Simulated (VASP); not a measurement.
# MnO2 in VASP: further runs, part 2 of 2

VASP 6.6.1. The steps go on from the part before.

**5. Relaxation of cell and atoms, RPBE+D3(BJ), collinear spin, ferromagnetic start**

INCAR

```
SYSTEM = MnO2
PREC = Accurate
ENCUT = 700
EDIFF = 1E-7
ISMEAR = -1
SIGMA = 0.05
LREAL = .False.
LASPH = .True.
NELM = 200
ALGO = Normal
ISIF = 3
LWAVE = .False.
LCHARG = .False.
ISPIN = 2
MAGMOM = 4 0 0
LORBIT = 11
LMAXMIX = 4
GGA = RP
IVDW = 12
IBRION = 2
NSW = 60
EDIFFG = -0.01
GGA_COMPAT = .False.
NELMIN = 4
```

KPOINTS

```
Automatic mesh
0
Gamma
  11 11 6
  0 0 0
```

POSCAR

```
MnO2
1.0
    2.8565781804      0.0000000000      0.0000000000
   -1.4282890902      2.4738692722      0.0000000000
    0.0000000000      0.0000000000      4.6013740589
Mn O
1 2
Direct
    0.0000000000      0.0000000000      0.5000000000
    0.3333333333      0.6666666667      0.7062925700
    0.6666666667      0.3333333333      0.2937074300
```

Potentials or basis: VASP PAW PBE potentials, release 64 (Mn_sv, O).

Run with:

```
> cat potpaw_PBE.64/Mn_sv/POTCAR potpaw_PBE.64/O/POTCAR > POTCAR
> mpirun -np 1 vasp_std > vasp.out
```

OUTCAR:

```text
SYSTEM = MnO2
   PREC = Accurate
   ENCUT = 700
   EDIFF = 1E-7
   ISMEAR = -1
   LREAL = .False.
   LASPH = .True.
   NELM = 200
   ISIF = 3
   ISPIN = 2
   LORBIT = 11
   GGA = RP
   IVDW = 12
   IBRION = 2
   NSW = 60
   EDIFFG = -0.01
   NELMIN = 4
 IVDW          = 12

 ion  position               nearest neighbor table
   1  0.000  0.000  0.500-   2 1.90   3 1.90   3 1.90   2 1.90   3 1.90   2 1.90
   2  0.333  0.667  0.706-   1 1.90   1 1.90   1 1.90
   3  0.667  0.333  0.294-   1 1.90   1 1.90   1 1.90

  LATTYP: Found a hexagonal cell.
 ALAT       =     2.8565781804
 C/A-ratio  =     1.6107992739

  Lattice vectors:

 A1 = (   2.8565781804,   0.0000000000,   0.0000000000)
 A2 = (  -1.4282890902,   2.4738692722,   0.0000000000)
 A3 = (   0.0000000000,   0.0000000000,   4.6013740589)

Analysis of symmetry for initial positions (statically):
=====================================================================
 Subroutine PRICEL returns:
 Original cell was already a primitive cell.

 Routine SETGRP: Setting up the symmetry group for a
 hexagonal supercell.

 Subroutine GETGRP returns: Found 12 space group operations
 (whereof 12 operations were pure point group operations)
 out of a pool of 24 trial point group operations.

The static configuration has the point symmetry D_3d.

Analysis of symmetry for dynamics (positions and initial velocities):
=====================================================================
 Subroutine PRICEL returns:
 Original cell was already a primitive cell.

 Routine SETGRP: Setting up the symmetry group for a
 hexagonal supercell.

 Subroutine GETGRP returns: Found 12 space group operations
 (whereof 12 operations were pure point group operations)
 out of a pool of 24 trial point group operations.

The dynamic configuration has the point symmetry D_3d.

Analysis of structural, dynamic, and magnetic symmetry:
=====================================================================
 Subroutine PRICEL returns:
 Original cell was already a primitive cell.

 Routine SETGRP: Setting up the symmetry group for a
 hexagonal supercell.

 Subroutine GETGRP returns: Found 12 space group operations
 (whereof 12 operations were pure point group operations)
 out of a pool of 24 trial point group operations.

The overall configuration has the point symmetry D_3d.

 Subroutine INISYM returns: Found 12 space group operations
 (whereof 12 operations are pure point group operations),
 and found     1 'primitive' translations

----------------------------------------------------------------------------------------

                                     Primitive cell

  volume of cell :      32.5170

  direct lattice vectors                    reciprocal lattice vectors
     2.856578180  0.000000000  0.000000000     0.350069187  0.202112539  0.000000000
    -1.428289090  2.473869272  0.000000000     0.000000000  0.404225078  0.000000000
     0.000000000  0.000000000  4.601374059     0.000000000  0.000000000  0.217326387

  length of vectors
     2.856578180  2.856578180  4.601374059     0.404225078  0.404225078  0.217326387

[... 65 lines left out ...]
   number of dos      NEDOS =    301   number of ions     NIONS =      3
   total plane-waves  NPLWV =  31360
   dimension x,y,z NGX =    28 NGY =   28 NGZ =   40
   dimension x,y,z NGXF=    56 NGYF=   56 NGZF=   80
   ions per type =               1   2
   NGX,Y,Z   is equivalent  to a cutoff of  16.30, 16.30, 14.45 a.u.
   NGXF,Y,Z  is equivalent  to a cutoff of  32.59, 32.59, 28.90 a.u.
 SYSTEM =  MnO2
   PREC   = accura    normal or accurate (medium, high low for compatibility)
   ISTART =      0    job   : 0-new  1-cont  2-samecut
   ICHARG =      2    charge: 1-file 2-atom 10-const
   ISPIN  =      2    spin polarized calculation?
   LNONCOLLINEAR =      F non collinear calculations
   LSORBIT =      F    spin-orbit coupling
   LASPH  =      T    aspherical Exc in radial PAW
   ENCUT  =  700.0 eV  51.45 Ry    7.17 a.u.   6.16  6.16  9.93*2*pi/ulx,y,z
   NELM   =    200;   NELMIN=  4; NELMDL= -5     # of ELM steps
   EDIFF  = 0.1E-06   stopping-criterion for ELM
   LREAL  =      F    real-space projection
   EDIFFG = -.1E-01   stopping-criterion for IOM
   NSW    =     60    number of steps for IOM
   IBRION =      2    ionic relax: 0-MD 1-quasi-New 2-CG
   NFREE  =      1    steps in history (QN), initial steepest desc. (CG)
   ISIF   =      3    stress and relaxation
   ISYM   =      2    0-nonsym 1-usesym 2-fastsym
   POTIM  = 0.5000    time-step for ionic-motion
   TEBEG  =    0.0;   TEEND  =   0.0 temperature during run
   PSTRESS=    0.0 pullay stress
   NELECT =      27.0000    total number of electrons
   NUPDOWN=      -1.0000    fix difference up-down
   EMIN   =  10.00;   EMAX   =-10.00  energy-range for DOS
   EFERMI =   0.00;   METHOD = LEGACY
   ISMEAR =    -1;   SIGMA  =   0.05  broadening in eV -4-tet -1-fermi 0-gaus
   EFERMI_NEDOS =   21; number of points for ismear=-14 and -15
   IALGO  =     38    algorithm
   IMIX   =      4    mixing-type and parameters
     AMIX     =   0.40;   BMIX     =  1.00
     AMIX_MAG =   1.60;   BMIX_MAG =  1.00
  volume/ion in A,a.u.               =      10.84        73.15
  Fermi-wavevector in a.u.,A,eV,Ry     =   1.538719  2.907757 32.213913  2.367656
  Thomas-Fermi vector in A             =   2.645048
   LORBIT       =     11    0 simple, 1 ext, 2 COOP (PROOUT), +10 PAW based schemes
   GGA     = RP    functional components
   LHFCALC =     F    Hartree Fock is set to
   AEXX    =    0.0000 exact exchange contribution
   IVDW    =    12    specifies the selected vdW correction
   LEPSILON=     F    determine dielectric tensor
   LRPA    =     F    only Hartree local field effects (RPA)
 conjugate gradient relaxation of ions
 spin polarized calculation
  energy-cutoff  :      700.00
  volume of cell :       32.52
 maximum number of plane-waves:      1387
 NGX is ok and might be reduce to    28
   NGX = 13   NGY = 13   NGZ = 19

--------------------------------------- Ionic step        1  -------------------------------------------

 number of electron      26.9999998 magnetization       2.9999439

 Free energy of the ion-electron system (eV)
  ---------------------------------------------------
  ext. energy  EPLUGINS =         0.00000000
  ---------------------------------------------------
  free energy    TOTEN  =       -22.84716870 eV

  energy without entropy =      -22.84716666  energy(sigma->0) =      -22.84716768

------------------------ aborting loop because EDIFF is reached ----------------------------------------

 Edisp (eV)   -1.64240

 E8    (eV) :    -0.9277
[... 108 lines left out ...]
  FREE ENERGIE OF THE ION-ELECTRON SYSTEM (eV)
  ---------------------------------------------------
  free  energy   TOTEN  =       -24.4948278784 eV

  energy  without entropy=      -24.4948265415  energy(sigma->0) =      -24.49482721

[... ionic steps 4 to 14 ...]

--------------------------------------- Ionic step       15  -------------------------------------------

 number of electron      26.9999999 magnetization       2.9999968

------------------------ aborting loop because EDIFF is reached ----------------------------------------
[... 77 lines left out ...]
--------------------------------------- Ionic step       17  -------------------------------------------

 number of electron      26.9999999 magnetization       2.9999968

 Free energy of the ion-electron system (eV)
  ---------------------------------------------------
  ext. energy  EPLUGINS =         0.00000000
  ---------------------------------------------------
  free energy    TOTEN  =       -22.83702576 eV

  energy without entropy =      -22.83702399  energy(sigma->0) =      -22.83702488

 E-fermi :   5.2152     XC(G=0): -10.6622

 val. band max:        4.7123785042   @ k =   0.0909   0.0909   0.5000
 cond. band min:       5.6881969329   @ k =   0.0000   0.0000   0.5000
 fundamental gap:      0.9758184287
 Fermi energy:         5.2151541907

 spin component 1

 k-point     1 :       0.0000    0.0000    0.0000
  band No.  band energies     occupation
      1     -77.0318      1.00000
      2     -45.6153      1.00000
      3     -45.5931      1.00000
      4     -45.5931      1.00000
      5     -14.9094      1.00000
      6     -12.6872      1.00000
[... 517 lines left out ...]
     18      15.5268      0.00000
     19      18.6696      0.00000

 [... further k-points ...]

 spin component 2

 k-point     1 :       0.0000    0.0000    0.0000
  band No.  band energies     occupation
      1     -73.8090      1.00000
      2     -42.4717      1.00000
      3     -42.4717      1.00000
      4     -42.3370      1.00000
      5     -14.7650      1.00000
      6     -12.5933      1.00000
[... 553 lines left out ...]
  FREE ENERGIE OF THE ION-ELECTRON SYSTEM (eV)
  ---------------------------------------------------
  free  energy   TOTEN  =       -24.4978520278 eV

  energy  without entropy=      -24.4978502587  energy(sigma->0) =      -24.49785114

 reached required accuracy - stopping structural energy minimisation

 total charge

# of ion       s       p       d       tot
------------------------------------------
    1        2.202   6.113   4.453  12.768
    2        1.585   3.426   0.000   5.011
    3        1.585   3.426   0.000   5.011
--------------------------------------------------
tot          5.371  12.966   4.453  22.790

 magnetization (x)

# of ion       s       p       d       tot
------------------------------------------
    1        0.024   0.017   2.703   2.744
    2        0.004   0.032   0.000   0.036
    3        0.004   0.032   0.000   0.036
--------------------------------------------------
tot          0.031   0.082   2.703   2.816
```

OSZICAR:

```text
N       E                     dE             d eps       ncg     rms          rms(c)
DAV:   1     0.481037700056E+03    0.48104E+03   -0.18486E+04  6591   0.375E+03
DAV:   2     0.194621210884E+02   -0.46158E+03   -0.44694E+03  6658   0.742E+02
DAV:   3    -0.259854268221E+02   -0.45448E+02   -0.44000E+02  7836   0.236E+02
[... 197 lines left out ...]
DAV:   5    -0.228370238044E+02   -0.18155E-05   -0.20230E-05 11695   0.394E-02    0.143E-02
DAV:   6    -0.228370244271E+02   -0.62267E-06   -0.50921E-06 11842   0.377E-02    0.464E-03
DAV:   7    -0.228370250833E+02   -0.65620E-06   -0.11781E-06 12340   0.158E-02    0.555E-03
DAV:   8    -0.228370253637E+02   -0.28042E-06   -0.12627E-07  5343   0.379E-03    0.367E-03
DAV:   9    -0.228370257064E+02   -0.34262E-06   -0.38537E-07  8845   0.508E-03    0.161E-03
DAV:  10    -0.228370257615E+02   -0.55081E-07   -0.28493E-08  4049   0.200E-03
  17 F= -.24497852E+02 E0= -.24497851E+02  d E =-.444448E-04  mag=     3.0000
```

It took 22 min on 1 thread of Intel Xeon Platinum 8488C (Sapphire Rapids), shared host; peak memory 0.31 GiB.

What came out:

```yaml
Free_energy: -24.4979 eV
Relaxed_volume: 10.66 Å³/atom
Relaxed_cell: a = 2.848 Å, b = 2.848 Å, c = 4.553 Å, α = 90.00°, β = 90.00°, γ = 120.00°
Space_group_after_relaxing_to_0.1_Å: P-3m1 (No. 164)
Energy_gained_by_relaxing: 2.8 meV/atom
Ionic_steps: 17
Pressure_after_relaxing: -0.1 GPa
Largest_force_after_relaxing: 0.007 eV/Å
Band_gap_on_the_k_mesh: 0.98 eV (least direct gap 1.06 eV)
Net_moment: 3.00 μB per cell
Site_moments: Mn +2.74; O +0.04 μB
Valence_electrons_inside_the_program's_atomic_spheres: Mn 12.77; O 5.01
Dispersion_energy_per_atom: -0.554 eV
```

Forces on the atoms (eV/Å):
```
Mn   0.000  0.000  0.000
O    0.000  0.000  0.007
O    0.000  0.000 -0.007
```

Stress tensor (GPa, compression positive):
```
-0.11  0.00  0.00
 0.00 -0.11  0.00
 0.00  0.00  0.06
```

The path:
```tsv
step	energy change (eV)	largest force (eV/Å)	pressure (GPa)	volume (Å³)
1	0.0000	0.3732	1.49	32.52
2	-0.0013	0.2115	-3.40	32.99
3	-0.0053	0.0546	-1.19	32.77
4	-0.0073	0.0162	-0.19	32.52
5	-0.0074	0.0141	-0.12	32.51
6	-0.0075	0.0214	-0.05	32.46
7	-0.0077	0.0435	0.19	32.34
8	-0.0078	0.0874	0.68	32.10
9	-0.0079	0.0745	0.54	32.17
10	-0.0079	0.0724	0.50	32.16
11	-0.0080	0.0649	0.43	32.14
12	-0.0081	0.0505	0.26	32.11
13	-0.0082	0.0217	-0.04	32.04
14	-0.0082	0.0176	-0.10	32.03
15	-0.0082	0.0158	-0.11	32.03
16	-0.0083	0.0136	-0.11	32.02
17	-0.0083	0.0068	-0.05	31.99
```

Final structure:
```cif
data_structure
_symmetry_space_group_name_H-M 'P 1'
_symmetry_Int_Tables_number 1
_cell_length_a 2.8484
_cell_length_b 2.8484
_cell_length_c 4.5525
_cell_angle_alpha 90.000
_cell_angle_beta 90.000
_cell_angle_gamma 120.000
_cell_volume 31.99
loop_
_atom_site_label
_atom_site_type_symbol
_atom_site_fract_x
_atom_site_fract_y
_atom_site_fract_z
_atom_site_occupancy
Mn1 Mn 0.00000 0.00000 0.50000 1
O1 O 0.33333 0.66667 0.71311 1
O2 O 0.66667 0.33333 0.28689 1
```

Levels at points of the mesh, in eV from the valence-band top:
Spin up:
```
           k point  band 13  band 14  band 15  band 16  band 17  band 18
(0.00, 0.00, 0.00)    -1.33    -1.03    -0.44     2.87     2.87     7.43
(0.00, 0.00, 0.50)    -1.39    -1.39    -0.09     2.94     2.94     9.56
```
Spin down:
```tsv
k point	band 8	band 9	band 10	band 11	band 12	band 13	band 14	band 15	band 16	band 17
(0.00, 0.00, 0.00)	-4.88	-4.88	-1.28	-1.28	-0.88	0.98	0.98	2.50	4.17	4.17
(0.00, 0.00, 0.50)	-4.86	-4.49	-2.30	-1.34	-1.34	0.98	0.98	2.65	4.23	4.23
```

Caveat: the PAW data sets were made with another functional, which shifts forces and pressure a little; a cell with one magnetic atom can't hold antiferromagnetic order, which such compounds often take.

**6. Single point, PBEsol, collinear spin, ferromagnetic start (atoms moved at random)**

INCAR

```
PREC     = Accurate       # precision mode
ENCUT    = 520            # plane-wave cutoff, eV
EDIFF    = 1E-6           # SCF threshold, eV
ISMEAR   = -1             # smearing method
SIGMA    = 0.05           # smearing width, eV
LREAL    = F              # projectors in reciprocal space
LASPH    = T              # aspherical terms in the spheres
NELM     = 150            # most SCF steps
ALGO     = Normal         # electronic algorithm
ISIF     = 2              # what is computed and relaxed
LWAVE    = F              # write WAVECAR
LCHARG   = F              # write CHGCAR
ISPIN    = 2              # spin polarisation
MAGMOM   = 4 0 0          # initial moments
LORBIT   = 11             # projections on sites
LMAXMIX  = 4              # l up to which the mixer works
GGA      = PS             # functional
NBANDS   = 24             # bands
```

KPOINTS

```
Automatic mesh
0
Gamma
  11 11 6
```

POSCAR

```
MnO2
1.0
    2.8565781804      0.0000000000      0.0000000000
   -1.4282890902      2.4738692722      0.0000000000
    0.0000000000      0.0000000000      4.6013740589
Mn O
1 2
Direct
   -0.0282480000     -0.0138430000      0.5050870000
    0.3461540000      0.6677230000      0.7044410000
    0.6862270000      0.3347620000      0.3077070000
```

Potentials or basis: VASP PAW PBE potentials, release 64 (Mn_pv, O).

Run with:

```
> cat potpaw_PBE.64/Mn_pv/POTCAR potpaw_PBE.64/O/POTCAR > POTCAR
> mpirun -np 1 vasp_std > vasp.out
```

It took 4.8 min on 1 thread of AMD EPYC 9R45 (Zen 5), shared host; peak memory 0.45 GiB.

It converged, with:

```
Free energy                                           : -24.9360 eV
Pressure                                              : 6.0 GPa
Largest force                                         : 1.732 eV/Å
Band gap on the k mesh                                : 0.56 eV
Net moment                                            : 3.00 μB per cell
Site moments                                          : Mn +2.80; O +0.05, +0.06 μB
Valence electrons inside the program's atomic spheres : Mn 11.87; O 5.00
```

Forces on the atoms (eV/Å):
```
Mn   1.641  0.533  0.147
O   -0.746 -0.381  0.746
O   -0.895 -0.152 -0.893
```

Stress tensor (GPa, compression positive):
```
 5.79 -0.02  0.62
-0.02  4.55 -1.05
 0.62 -1.05  7.78
```

Levels at points of the mesh, in eV from the valence-band top:
Spin up:
| k point | band 10 | band 11 | band 12 | band 13 | band 14 | band 15 | band 16 | band 17 | band 18 | band 19 |
| --- | --- | --- | --- | --- | --- | --- | --- | --- | --- | --- |
| (0.00, 0.00, 0.00) | -2.92 | -1.56 | -1.33 | -1.25 | -0.30 | 2.84 | 2.90 | 6.81 | 10.15 | 14.44 |
| (0.00, 0.00, 0.50) | -2.94 | -2.66 | -1.36 | -1.31 | -0.03 | 2.87 | 2.93 | 8.79 | 9.33 | 13.04 |
Spin down:
```tsv
k point	band 9	band 10	band 11	band 12	band 13	band 14
(0.00, 0.00, 0.00)	-1.82	-1.79	-1.34	0.76	0.84	2.36
(0.00, 0.00, 0.50)	-2.56	-1.85	-1.82	0.75	0.81	2.47
```

Caveat: the cell differs from its parent crystal (atoms moved at random); the cell stands under pressure; the PAW data sets were made with another functional, which shifts forces and pressure a little; a cell with one magnetic atom can't hold antiferromagnetic order, which such compounds often take. A k mesh can miss the band edges.

**7. Summary**

```tsv
task	level	potentials or basis	spin	cell	cutoff (eV)	gap on the mesh (eV)	pressure (GPa)	moment (μB)	largest force (eV/Å)
single point	PBE	VASP PAW PBE potentials, release 64 (Mn_sv, O)	off	a = 2.857, b = 2.857, c = 4.601 Å, angles 90.0, 90.0, 120.0°, 3 atoms, atomic positions A	700	none	-5.4	-	0.16
single point	LDA	VASP PAW LDA potentials, release 64 (Mn_sv, O)	collinear, ferromagnetic start	a = 2.798, b = 2.798, c = 4.507 Å, angles 90.0, 90.0, 120.0°, 3 atoms, atomic positions A	700	0.08	4.4	2.99	0.42
single point	LDA	VASP PAW LDA potentials, release 64 (Mn_sv, O)	collinear, ferromagnetic start	a = 2.857, b = 2.857, c = 4.601 Å, angles 90.0, 90.0, 120.0°, 3 atoms, atomic positions A	700	0.33	-8.8	3.00	0.53
relaxation of cell and atoms	RPBE+D3(BJ)	VASP PAW PBE potentials, release 64 (Mn_sv, O)	collinear, ferromagnetic start	relaxed from a = 2.857, b = 2.857, c = 4.601 Å, angles 90.0, 90.0, 120.0°, 3 atoms, atomic positions A	700	0.98	-0.1	3.00	0.01
single point	PBEsol	VASP PAW PBE potentials, release 64 (Mn_pv, O)	collinear, ferromagnetic start	a = 2.857, b = 2.857, c = 4.601 Å, angles 90.0, 90.0, 120.0°, 3 atoms, atomic positions B	520	0.56	6.0	3.00	1.73
```

Alike in all rows: k mesh 11 × 11 × 6; smearing fermi-dirac 0.05 eV.

Caveats: a cell with one magnetic atom can't hold antiferromagnetic order, which such compounds often take (at least some runs); the cell stands under pressure (at least some runs); the PAW data sets were made with another functional, which shifts forces and pressure a little (at least some runs); the stress differs along the axes, from -8 to -0 GPa (at least some runs); an odd number of electrons without spin polarisation forces a metal (at least some runs); a magnetic or distorted state may lie lower (at least some runs); semilocal functionals often make such compounds metallic where correlation or magnetic order opens a gap, which also shifts bond lengths (at least some runs).

Total energies depend on the potentials used, so only differences within one code and one set of settings carry meaning.
